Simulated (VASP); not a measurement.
# NaLiS2 (R-3m) in VASP: a series of runs

NaLiS2 is run at these levels: PBE; tasks: single point.

All numbers are computed with VASP 6.6.1; they aren't measurements. Logs are shortened: lines on timing, memory, paths and dates and some standing lists are left out, and cuts for length are marked.

**1. The cell of the first run**

Symmetry: R-3m, No. 166, trigonal system. The conventional cell has a = 3.480 Å, b = 3.480 Å, c = 20.645 Å, α = 90.00°, β = 90.00°, γ = 120.00°. Li (site symmetry -3m) has 6 S at 2.35 Å within 3.1 Å. Within 4.0 Å of Na (site symmetry -3m) lie 6 S at 2.99 Å and 6 Na at 3.48 Å and 6 Li at 3.98 Å. S (site symmetry 3m) has 3 Li at 2.35 Å and 3 Na at 2.99 Å and 3 S at 3.17 Å within 3.2 Å.

**2. Single point, PBE**

File INCAR:

```
SYSTEM = NaLiS2
ALGO = Normal ; EDIFF = 1E-7
ENCUT = 520 ; GGA = PE
ISIF = 2 ; ISMEAR = -1
LASPH = .True. ; LCHARG = .True.
LELF = .True. ; LREAL = .False.
LVHAR = .True. ; LWAVE = .False.
NBANDS = 19 ; NELM = 80
PREC = Accurate ; SIGMA = 0.0747
```

File KPOINTS:

```
k-points
0
Gamma
  6 6 6
  0 0 0
```

File POSCAR:

```
NaLiS2
1.0
    1.7399590000      3.0136950000      0.0000000000
   -1.7399590000      3.0136950000      0.0000000000
   -1.7399590000      1.0045620000      6.8815890000
Li Na S
1 1 2
Direct
    0.0000000000      0.0000000000      0.0000000000
    0.5000000000      0.0000000000      0.5000000000
    0.2740000000      0.4520000000      0.8220000000
    0.7260000000      0.5480000000      0.1780000000
```

Potentials or basis: VASP PAW PBE potentials, release 64 (Li_sv, Na_pv, S).

Command:

```
> cat potpaw_PBE.64/Li_sv/POTCAR potpaw_PBE.64/Na_pv/POTCAR potpaw_PBE.64/S/POTCAR > POTCAR
> mpirun -np 1 vasp_std > vasp.out
```

OUTCAR:

```text
SYSTEM = NaLiS2
   EDIFF = 1E-7
   ENCUT = 520
   GGA = PE
   ISIF = 2
   ISMEAR = -1
   LASPH = .True.
   LREAL = .False.
   NELM = 80
   PREC = Accurate

 ion  position               nearest neighbor table
   1  0.000  0.000  0.000-   3 2.35   4 2.35   4 2.35   3 2.35   3 2.35   4 2.35
   2  0.500  0.000  0.500-
   3  0.274  0.452  0.822-   1 2.35   1 2.35   1 2.35
   4  0.726  0.548  0.178-   1 2.35   1 2.35   1 2.35

  LATTYP: Found a trigonal (rhomboedric) cell.
 ALAT       =     7.1688820118
 COS(alpha) =     0.8821837596

  Lattice vectors:

 A1 = (   1.7399590000,   1.0045620000,   6.8815890000)
 A2 = (  -1.7399590000,   1.0045620000,   6.8815890000)
 A3 = (  -0.0000000000,  -2.0091330000,   6.8815890000)

Analysis of symmetry for initial positions (statically):
=====================================================================
 Subroutine PRICEL returns:
 Original cell was already a primitive cell.

 Routine SETGRP: Setting up the symmetry group for a
 trigonal (rhombohedral) supercell.

 Subroutine GETGRP returns: Found 12 space group operations
 (whereof 12 operations were pure point group operations)
 out of a pool of 12 trial point group operations.

The static configuration has the point symmetry D_3d.

Analysis of symmetry for dynamics (positions and initial velocities):
=====================================================================
 Subroutine PRICEL returns:
 Original cell was already a primitive cell.

 Routine SETGRP: Setting up the symmetry group for a
 trigonal (rhombohedral) supercell.

 Subroutine GETGRP returns: Found 12 space group operations
 (whereof 12 operations were pure point group operations)
 out of a pool of 12 trial point group operations.

The dynamic configuration has the point symmetry D_3d.

 Subroutine INISYM returns: Found 12 space group operations
 (whereof 12 operations are pure point group operations),
 and found     1 'primitive' translations

----------------------------------------------------------------------------------------

                                     Primitive cell

  volume of cell :      72.1701

  direct lattice vectors                    reciprocal lattice vectors
     1.739959000  3.013695000  0.000000000     0.287363093  0.165909291  0.048438497
    -1.739959000  3.013695000  0.000000000    -0.287363093  0.165909291 -0.096876778
    -1.739959000  1.004562000  6.881589000     0.000000000  0.000000000  0.145315275

  length of vectors
     3.479915929  3.479915929  7.168882012     0.335335247  0.345671159  0.145315275

  position of ions in fractional coordinates (direct lattice)
     0.000000000  0.000000000  0.000000000
     0.500000000  1.000000000  0.500000000
     0.274000000  0.452000000  0.822000000
     0.726000000  0.548000000  0.178000000

  ion indices of the primitive-cell ions
   primitive index   ion index
                 1           1
                 2           2
                 3           3
                 4           4

----------------------------------------------------------------------------------------

 KPOINTS: k-points

Automatic generation of k-mesh.
 Grid dimensions read from file:
 generate k-points for:    6    6    6

 Generating k-lattice:

  Cartesian coordinates                     Fractional coordinates (reciprocal lattice)
     0.047893849  0.027651548  0.008073083     0.166666667 -0.000000000 -0.000000000
    -0.047893849  0.027651548 -0.016146130    -0.000000000  0.166666667  0.000000000
     0.000000000  0.000000000  0.024219213     0.000000000  0.000000000  0.166666667

  Length of vectors
     0.055889208  0.057611860  0.024219213

  Shift w.r.t. Gamma in fractional coordinates (k-lattice)
     0.000000000  0.000000000  0.000000000

 Subroutine IBZKPT returns following result:
 ===========================================

 Found     32 irreducible k-points:

 Following reciprocal coordinates:
            Coordinates               Weight
  0.000000  0.000000  0.000000      1.000000
  0.166667  0.000000  0.000000      6.000000
  0.333333 -0.000000 -0.000000      6.000000
  0.500000  0.000000 -0.000000      3.000000
  0.000000  0.166667  0.000000      6.000000
  0.333333  0.166667 -0.000000      6.000000
[... 16 lines left out ...]
 -0.166667  0.500000  0.166667     12.000000
  0.000000 -0.333333  0.166667      6.000000
 [... further k-points ...]
   k-points           NKPTS =     32   k-points in BZ     NKDIM =     32   number of bands    NBANDS=     19
   number of dos      NEDOS =    301   number of ions     NIONS =      4
   total plane-waves  NPLWV =  42336
   dimension x,y,z NGX =    28 NGY =   28 NGZ =   54
   dimension x,y,z NGXF=    56 NGYF=   56 NGZF=  108
   ions per type =               1   1   2
   NGX,Y,Z   is equivalent  to a cutoff of  13.38, 13.38, 12.52 a.u.
   NGXF,Y,Z  is equivalent  to a cutoff of  26.75, 26.75, 25.05 a.u.
 SYSTEM =  NaLiS2
   PREC   = accura    normal or accurate (medium, high low for compatibility)
   ISTART =      0    job   : 0-new  1-cont  2-samecut
   ICHARG =      2    charge: 1-file 2-atom 10-const
   ISPIN  =      1    spin polarized calculation?
   LNONCOLLINEAR =      F non collinear calculations
   LSORBIT =      F    spin-orbit coupling
   LASPH  =      T    aspherical Exc in radial PAW
   ENCUT  =  520.0 eV  38.22 Ry    6.18 a.u.   6.47  6.47 13.33*2*pi/ulx,y,z
   NELM   =     80;   NELMIN=  2; NELMDL= -5     # of ELM steps
   EDIFF  = 0.1E-06   stopping-criterion for ELM
   LREAL  =      F    real-space projection
   EDIFFG = 0.1E-05   stopping-criterion for IOM
   NSW    =      0    number of steps for IOM
   IBRION =     -1    ionic relax: 0-MD 1-quasi-New 2-CG
   NFREE  =      0    steps in history (QN), initial steepest desc. (CG)
   ISIF   =      2    stress and relaxation
   ISYM   =      2    0-nonsym 1-usesym 2-fastsym
   POTIM  = 0.5000    time-step for ionic-motion
   TEBEG  =    0.0;   TEEND  =   0.0 temperature during run
   PSTRESS=    0.0 pullay stress
   NELECT =      22.0000    total number of electrons
   NUPDOWN=      -1.0000    fix difference up-down
   EMIN   =  10.00;   EMAX   =-10.00  energy-range for DOS
   EFERMI =   0.00;   METHOD = LEGACY
   ISMEAR =    -1;   SIGMA  =   0.07  broadening in eV -4-tet -1-fermi 0-gaus
   EFERMI_NEDOS =   21; number of points for ismear=-14 and -15
   IALGO  =     38    algorithm
   IMIX   =      4    mixing-type and parameters
     AMIX     =   0.40;   BMIX     =  1.00
     AMIX_MAG =   1.60;   BMIX_MAG =  1.00
  volume/ion in A,a.u.               =      18.04       121.76
  Fermi-wavevector in a.u.,A,eV,Ry     =   1.101785  2.082071 16.516512  1.213929
  Thomas-Fermi vector in A             =   2.238217
   LORBIT       =      0    0 simple, 1 ext, 2 COOP (PROOUT), +10 PAW based schemes
   GGA     = PE    functional components
   LHFCALC =     F    Hartree Fock is set to
   AEXX    =    0.0000 exact exchange contribution
   IVDW    =     0    specifies the selected vdW correction
   LEPSILON=     F    determine dielectric tensor
   LRPA    =     F    only Hartree local field effects (RPA)
 non-spin polarized calculation
  energy-cutoff  :      520.00
  volume of cell :       72.17
 maximum number of plane-waves:      1967
 NGX is ok and might be reduce to    28
   NGX = 13   NGY = 13   NGZ = 27

 number of electron      22.0000006 magnetization

 Free energy of the ion-electron system (eV)
  ---------------------------------------------------
  ext. energy  EPLUGINS =         0.00000000
  ---------------------------------------------------
  free energy    TOTEN  =       -12.86398489 eV

  energy without entropy =      -12.78009923  energy(sigma->0) =      -12.82204206

 E-fermi :   2.2761     XC(G=0):  -9.0051

 val. band max:        2.2442558371   @ k =   0.0000   0.0000   0.0000
 cond. band min:       2.2809617162   @ k =  -0.1667  -0.3333   0.3333
 fundamental gap:      0.0367058791
 Fermi energy:         2.2761011883

 k-point     1 :       0.0000    0.0000    0.0000
  band No.  band energies     occupation
      1     -41.3830      2.00000
      2     -20.6954      2.00000
      3     -20.6954      2.00000
      4     -20.6553      2.00000
      5     -10.1602      2.00000
      6      -8.9656      2.00000
[... 11 lines left out ...]
     18      12.8239      0.00000
     19      12.8239      0.00000

 k-point     2 :       0.1667    0.0000    0.0000
  band No.  band energies     occupation
      1     -41.3819      2.00000
      2     -20.7100      2.00000
      3     -20.6988      2.00000
      4     -20.6524      2.00000
      5      -9.9342      2.00000
      6      -8.8051      2.00000
[... 11 lines left out ...]
     18      12.1074      0.00000
     19      12.9518      0.00000

 k-point     3 :       0.3333   -0.0000   -0.0000
  band No.  band energies     occupation
      1     -41.3796      2.00000
      2     -20.7388      2.00000
      3     -20.7054      2.00000
      4     -20.6467      2.00000
      5      -9.3686      2.00000
      6      -8.4957      2.00000
[... 11 lines left out ...]
     18      12.3488      0.00000
     19      12.9568      0.00000

 k-point     4 :       0.5000    0.0000   -0.0000
  band No.  band energies     occupation
      1     -41.3784      2.00000
      2     -20.7531      2.00000
      3     -20.7088      2.00000
      4     -20.6438      2.00000
      5      -8.9581      2.00000
      6      -8.4049      2.00000
[... 11 lines left out ...]
     18      12.1826      0.00000
     19      12.2383      0.00000

 k-point     5 :       0.0000    0.1667    0.0000
  band No.  band energies     occupation
      1     -41.3819      2.00000
      2     -20.7100      2.00000
      3     -20.6988      2.00000
      4     -20.6524      2.00000
      5      -9.9301      2.00000
      6      -8.8118      2.00000
[... 11 lines left out ...]
     18      11.8227      0.00000
     19      12.9945      0.00000

 k-point     6 :       0.3333    0.1667   -0.0000
  band No.  band energies     occupation
      1     -41.3802      2.00000
      2     -20.7289      2.00000
      3     -20.7065      2.00000
      4     -20.6481      2.00000
      5      -9.5344      2.00000
      6      -8.5634      2.00000
[... 11 lines left out ...]
     18      12.1123      0.00000
     19      12.5993      0.00000

 k-point     7 :       0.5000    0.1667   -0.0000
  band No.  band energies     occupation
      1     -41.3784      2.00000
      2     -20.7456      2.00000
      3     -20.7163      2.00000
      4     -20.6438      2.00000
      5      -8.9663      2.00000
      6      -8.4052      2.00000
[... 11 lines left out ...]
     18      11.6792      0.00000
     19      12.1818      0.00000

 k-point     8 :      -0.3333    0.1667    0.0000
  band No.  band energies     occupation
      1     -41.3784      2.00000
      2     -20.7456      2.00000
      3     -20.7163      2.00000
      4     -20.6438      2.00000
      5      -8.9605      2.00000
      6      -8.4123      2.00000
[... 256 lines left out ...]
 k-point    20 :      -0.3333    0.3333    0.1667
  band No.  band energies     occupation
      1     -41.3779      2.00000
      2     -20.7353      2.00000
      3     -20.7353      2.00000
      4     -20.6424      2.00000
      5      -8.5575      2.00000
      6      -8.5574      2.00000
[... 11 lines left out ...]
     18      13.0671      0.00000
     19      13.5997      0.00000

 k-point    21 :       0.0000    0.5000    0.1667
  band No.  band energies     occupation
      1     -41.3784      2.00000
      2     -20.7531      2.00000
      3     -20.7088      2.00000
      4     -20.6438      2.00000
      5      -8.9581      2.00000
      6      -8.4012      2.00000
[... 11 lines left out ...]
     18      12.6834      0.00000
     19      13.7489      0.00000

 k-point    22 :      -0.3333    0.5000    0.1667
  band No.  band energies     occupation
      1     -41.3784      2.00000
      2     -20.7456      2.00000
      3     -20.7163      2.00000
      4     -20.6438      2.00000
      5      -8.9547      2.00000
      6      -8.4184      2.00000
[... 11 lines left out ...]
     18      12.1087      0.00000
     19      12.9322      0.00000

 k-point    23 :      -0.1667    0.5000    0.1667
  band No.  band energies     occupation
      1     -41.3784      2.00000
      2     -20.7456      2.00000
      3     -20.7163      2.00000
      4     -20.6439      2.00000
      5      -8.9548      2.00000
      6      -8.4171      2.00000
[... 11 lines left out ...]
     18      12.8147      0.00000
     19      13.7289      0.00000

 k-point    24 :       0.0000   -0.3333    0.1667
  band No.  band energies     occupation
      1     -41.3795      2.00000
      2     -20.7388      2.00000
      3     -20.7054      2.00000
      4     -20.6467      2.00000
      5      -9.3471      2.00000
      6      -8.5245      2.00000
[... 11 lines left out ...]
     18      13.2337      0.00000
     19      13.9518      0.00000

 [... further k-points ...]
[... 5 lines left out ...]
  --------------------------------------------------------------------------------------
  -------------------------------------------------------------------------------------
  Total        1.9905409      1.9905377     -0.4301461      0.0000000      0.0000002      0.0000000
  in kB       44.1900653     44.1899952     -9.5492553      0.0000000      0.0000042      0.0000000
  external PRESSURE =      26.2769351 kB  Pullay stress =       0.0000000 kB

 VOLUME and BASIS-vectors are now :
 -----------------------------------------------------------------------------
  energy-cutoff  :      520.00
  volume of cell :       72.17
      direct lattice vectors                 reciprocal lattice vectors
     1.739959000  3.013695000  0.000000000     0.287363093  0.165909291  0.048438497
    -1.739959000  3.013695000  0.000000000    -0.287363093  0.165909291 -0.096876778
    -1.739959000  1.004562000  6.881589000     0.000000000  0.000000000  0.145315275

 POSITION                                       TOTAL-FORCE (eV/Angst)
 -----------------------------------------------------------------------------------
      0.00000      0.00000      0.00000         0.000000      0.000000      0.000000
      0.00000      2.00913      3.44079         0.000000      0.000000      0.000000
     -1.73996      3.01369      5.65667        -0.000000      0.000000     -1.037499
      0.00000      4.01826      1.22492         0.000000     -0.000000      1.037499
 -----------------------------------------------------------------------------------
    total drift:                                0.000000      0.000000      0.000000

  FREE ENERGIE OF THE ION-ELECTRON SYSTEM (eV)
  ---------------------------------------------------
  free  energy   TOTEN  =       -12.8639848878 eV

  energy  without entropy=      -12.7800992311  energy(sigma->0) =      -12.82204206
```

Wall time 77 s (1 thread of AMD EPYC 7R43 (Zen 3), shared host); peak memory 0.17 GiB.

Results:

| Quantity | Value |
| --- | --- |
| Free energy | -12.8640 eV |
| Largest force | 1.037 eV/Å |
| Band gap on the k mesh | zero (bands 11 and 12 overlap by 1.13 eV) |

Forces in eV/Å, atoms in the order of the input:
```
Li   0.000  0.000  0.000
Na   0.000  0.000  0.000
S    0.000  0.000 -1.037
S    0.000  0.000  1.037
```

Caveat: the cutoff is under 1.25 times the usual one of these potentials, so pressure, stress and relaxed cells hold a basis-set (Pulay) error; forces of over 1 eV/Å act on the atoms, so gaps and moduli don't describe the material at rest.

(Part 1 of 2 ends here.)

The gap in the log of VASP goes by the Fermi energy; the results here count the filled bands.